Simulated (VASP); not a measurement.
# As (Pm-3m) in VASP: a series of runs, part 2 of 2

VASP 6.6.1.

**4. Single point, LDA (volume scaled by 0.96)**

Input file INCAR:

```
PREC = Accurate
ENCUT = 520
EDIFF = 1E-6
ISMEAR = -1
SIGMA = 0.05
LREAL = F
LASPH = T
NELM = 100
ALGO = Normal
ISIF = 2
LWAVE = F
LCHARG = F
NBANDS = 8
```

Input file KPOINTS:

```
regular mesh
0
Gamma
  10 10 10
```

Input file POSCAR:

```
As
1.0
    2.6671410253      0.0000000000      0.0000000000
    0.0000000000      2.6671410253      0.0000000000
    0.0000000000      0.0000000000      2.6671410253
As
1
Direct
    0.5000000000      0.5000000000      0.5000000000
```

Potentials or basis: VASP PAW LDA potentials, release 64 (As).

Started as:

```bash
> cat potpaw_LDA.64/As/POTCAR > POTCAR
> mpirun -np 1 vasp_std > vasp.out
```

OUTCAR:

```text
PREC = Accurate
   ENCUT = 520
   EDIFF = 1E-6
   ISMEAR = -1
   LREAL = F
   LASPH = T
   NELM = 100
   ISIF = 2

 ion  position               nearest neighbor table
   1  0.500  0.500  0.500-

  LATTYP: Found a simple cubic cell.
 ALAT       =     2.6671410253

  Lattice vectors:

 A1 = (   2.6671410253,   0.0000000000,   0.0000000000)
 A2 = (   0.0000000000,   2.6671410253,   0.0000000000)
 A3 = (   0.0000000000,   0.0000000000,   2.6671410253)

Analysis of symmetry for initial positions (statically):
=====================================================================
 Subroutine PRICEL returns:
 Original cell was already a primitive cell.

 Routine SETGRP: Setting up the symmetry group for a
 simple cubic supercell.

 Subroutine GETGRP returns: Found 48 space group operations
[... 9 lines left out ...]

 Routine SETGRP: Setting up the symmetry group for a
 simple cubic supercell.

 Subroutine GETGRP returns: Found 48 space group operations
[... 11 lines left out ...]
                                     Primitive cell

  volume of cell :      18.9731

  direct lattice vectors                    reciprocal lattice vectors
     2.667141025  0.000000000  0.000000000     0.374933305  0.000000000  0.000000000
     0.000000000  2.667141025  0.000000000     0.000000000  0.374933305  0.000000000
     0.000000000  0.000000000  2.667141025     0.000000000  0.000000000  0.374933305

  length of vectors
     2.667141025  2.667141025  2.667141025     0.374933305  0.374933305  0.374933305

  position of ions in fractional coordinates (direct lattice)
     0.500000000  0.500000000  0.500000000

  ion indices of the primitive-cell ions
   primitive index   ion index
                 1           1

----------------------------------------------------------------------------------------

 KPOINTS: regular mesh

Automatic generation of k-mesh.
 Grid dimensions read from file:
[... 73 lines left out ...]
   POTIM  = 0.5000    time-step for ionic-motion
   TEBEG  =    0.0;   TEEND  =   0.0 temperature during run
   PSTRESS=    0.0 pullay stress
   NELECT =       5.0000    total number of electrons
   NUPDOWN=      -1.0000    fix difference up-down
   EMIN   =  10.00;   EMAX   =-10.00  energy-range for DOS
[... 5 lines left out ...]
     AMIX     =   0.40;   BMIX     =  1.00
     AMIX_MAG =   1.60;   BMIX_MAG =  1.00
  volume/ion in A,a.u.               =      18.97       128.04
  Fermi-wavevector in a.u.,A,eV,Ry     =   1.049588  1.983434 14.988653  1.101635
  Thomas-Fermi vector in A             =   2.184557
   LORBIT       =      0    0 simple, 1 ext, 2 COOP (PROOUT), +10 PAW based schemes
   GGA     = CA    functional components
   LHFCALC =     F    Hartree Fock is set to
   AEXX    =    0.0000 exact exchange contribution
   IVDW    =     0    specifies the selected vdW correction
   LEPSILON=     F    determine dielectric tensor
   LRPA    =     F    only Hartree local field effects (RPA)
 non-spin polarized calculation
  energy-cutoff  :      520.00
  volume of cell :       18.97
 maximum number of plane-waves:       536
 NGX is ok and might be reduce to    20
   NGX =  9   NGY =  9   NGZ =  9

 number of electron       5.0000001 magnetization

 Free energy of the ion-electron system (eV)
  ---------------------------------------------------
  ext. energy  EPLUGINS =         0.00000000
  ---------------------------------------------------
  free energy    TOTEN  =        -5.33593980 eV

  energy without entropy =       -5.33337840  energy(sigma->0) =       -5.33465910

 E-fermi :   6.3854     XC(G=0): -10.7611

 val. band max:        6.2799196349   @ k =   0.5000   0.3000   0.3000
 cond. band min:       6.4084386960   @ k =   0.2000   0.2000   0.0000
 fundamental gap:      0.1285190612
 Fermi energy:         6.3853527975

 k-point     1 :       0.0000    0.0000    0.0000
  band No.  band energies     occupation
      1      -8.9286      2.00000
      2      10.6929      0.00000
      3      10.6929      0.00000
      4      10.6929      0.00000
      5      15.0562      0.00000
      6      15.0562      0.00000
      7      17.2130      0.00000
      8      31.8620      0.00000
[... 243 lines left out ...]
 k-point    24 :       0.3000    0.1000    0.1000
  band No.  band energies     occupation
      1      -6.8989      2.00000
      2       2.8526      2.00000
      3       9.9645      0.00000
      4      10.4925      0.00000
      5      19.1692      0.00000
      6      19.2328      0.00000
      7      21.3726      0.00000
      8      22.2847      0.00000

 [... further k-points ...]
[... 5 lines left out ...]
  --------------------------------------------------------------------------------------
  -------------------------------------------------------------------------------------
  Total        0.0986704      0.0986704      0.0986704     -0.0000000      0.0000000     -0.0000000
  in kB        8.3321977      8.3321977      8.3321977     -0.0000000      0.0000000     -0.0000000
  external PRESSURE =       8.3321977 kB  Pullay stress =       0.0000000 kB

 VOLUME and BASIS-vectors are now :
 -----------------------------------------------------------------------------
  energy-cutoff  :      520.00
  volume of cell :       18.97
      direct lattice vectors                 reciprocal lattice vectors
     2.667141025  0.000000000  0.000000000     0.374933305  0.000000000  0.000000000
     0.000000000  2.667141025  0.000000000     0.000000000  0.374933305  0.000000000
     0.000000000  0.000000000  2.667141025     0.000000000  0.000000000  0.374933305

 POSITION                                       TOTAL-FORCE (eV/Angst)
 -----------------------------------------------------------------------------------
      1.33357      1.33357      1.33357         0.000000      0.000000      0.000000
 -----------------------------------------------------------------------------------
    total drift:                                0.000000     -0.000000      0.000000

  FREE ENERGIE OF THE ION-ELECTRON SYSTEM (eV)
  ---------------------------------------------------
  free  energy   TOTEN  =        -5.3359398018 eV

  energy  without entropy=       -5.3333783983  energy(sigma->0) =       -5.33465910
```

stdout:

```text
POSCAR found type information on POSCAR As
 POSCAR found :  1 types and       1 ions
 scaLAPACK will be used
 LDA part: xc-table for (Slater(with rela. corr.)+CA(PZ))
 , standard interpolation
 POSCAR, INCAR and KPOINTS ok, starting setup
 FFT: planning ... GRIDC
 FFT: planning ... GRID_SOFT
 FFT: planning ... GRID
 WAVECAR not read
 entering main loop
```

Run time: 4 s. Hardware: 1 thread of Intel Xeon Platinum 8488C (Sapphire Rapids), shared host; peak memory 0.11 GiB.

Results:

* Free energy: -5.3359 eV
* Pressure: 0.8 GPa

**5. Summary**

```csv
level,potentials or basis,spin,cell,k mesh,gap on the mesh (eV),pressure (GPa)
PBEsol,"VASP PAW PBE potentials, release 64 (As)","non-collinear, zero start, SOC","a = 2.704 Å, 1 atom",8 × 8 × 8,-,-0.1
LDA,"VASP PAW LDA potentials, release 64 (As)",off,"a = 2.704 Å, 1 atom",10 × 10 × 10,none,-2.9
LDA,"VASP PAW LDA potentials, release 64 (As)",off,"a = 2.667 Å, 1 atom",10 × 10 × 10,none,0.8
```

Alike in all rows: task single point; cutoff (eV) 520; smearing fermi-dirac 0.05 eV.

Caveats: the PAW data sets were made with another functional, which shifts forces and pressure a little (some runs).

Total energies depend on the potentials used, so only differences within one code and one set of settings carry meaning.
